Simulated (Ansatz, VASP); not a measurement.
Given: the input of a run of Ansatz 0.2.0 on SnTe.

The input input.yaml:

```yaml
crystal:
  lattice:
    - [0.0, 3.15085, 3.15085]
    - [3.15085, 0.0, 3.15085]
    - [3.15085, 3.15085, 0.0]
  atoms:
    - { symbol: Te, position: [0.5, 0.5, 0.5] }
    - { symbol: Sn, position: [0.0, 0.0, 0.0] }
kpoints:
  mp_grid: { grid: [7, 7, 7] }
scf:
  occupations: { method: fermi_dirac, width: 0.05 }
hamiltonian:
  xc: blyp
  dispersion: d3bj
  pseudopotentials: { kind: all_electron, lapw: { basis_error: 0.001 } }
output:
  forces: true
  stress: true
relax:
  f_tol: 0.01
  max_steps: 60
  cell: {}
```

Potentials or basis: all-electron LAPW, scalar-relativistic.

Command:

```console
$ ansatz run input.yaml --threads 1 --pin off --max-ram 3072MiB --backend cpu --events-out ev --progress --plain --runs-dir out
```

Set up the same calculation for VASP 6.6.1. Potentials there: VASP PAW PBE potentials, release 64 (Te, Sn_d).

As run (the cutoff follows the program's own potentials):

File INCAR:

```
AGGAC    = 1.0          
AGGAX    = 1.0          
ALDAC    = 0.0          
ALDAX    = 1.0          
ALGO     = Normal         # electronic algorithm
EDIFF    = 1E-6           # SCF threshold, eV
EDIFFG   = -0.01          # ionic threshold
ENCUT    = 600            # plane-wave cutoff, eV
GGA      = B5             # functional
IBRION   = 2              # ionic algorithm
ISIF     = 3              # what is computed and relaxed
ISMEAR   = -1             # smearing method
IVDW     = 12             # dispersion correction
LASPH    = True           # aspherical terms in the spheres
LCHARG   = False          # write CHGCAR
LREAL    = False          # projectors in reciprocal space
LWAVE    = False          # write WAVECAR
NELM     = 100            # most SCF steps
NSW      = 80             # ionic steps
PREC     = Accurate       # precision mode
SIGMA    = 0.05           # smearing width, eV
VDW_A1   = 0.4298       
VDW_A2   = 4.2359       
VDW_S6   = 1.0          
VDW_S8   = 2.6996
```

Contents of KPOINTS:

```
k-points
0
Gamma
  7 7 7
```

File POSCAR:

```
SnTe
1.0
    0.0000000000      3.1508500000      3.1508500000
    3.1508500000      0.0000000000      3.1508500000
    3.1508500000      3.1508500000      0.0000000000
Te Sn
1 1
Direct
    0.5000000000      0.5000000000      0.5000000000
    0.0000000000      0.0000000000      0.0000000000
```

Potentials or basis: VASP PAW PBE potentials, release 64 (Te, Sn_d).

Run with:

```sh
$ cat potpaw_PBE.64/Te/POTCAR potpaw_PBE.64/Sn_d/POTCAR > POTCAR
$ mpirun -np 1 vasp_std > vasp.out
```

Both were run:

|  | VASP | Ansatz | Ansatz less VASP |
| --- | --- | --- | --- |
| relaxed volume (Å³/atom) | 32.07 | 31.98 | -0.090 |
| relaxed cell length with the largest relative difference (Å) | 4.493 | 4.489 | -0.0042 |

VASP's potentials were made for PBE, not for BLYP. Ansatz ran all-electron here, and VASP with PAW potentials.

Spin-orbit coupling is off throughout.
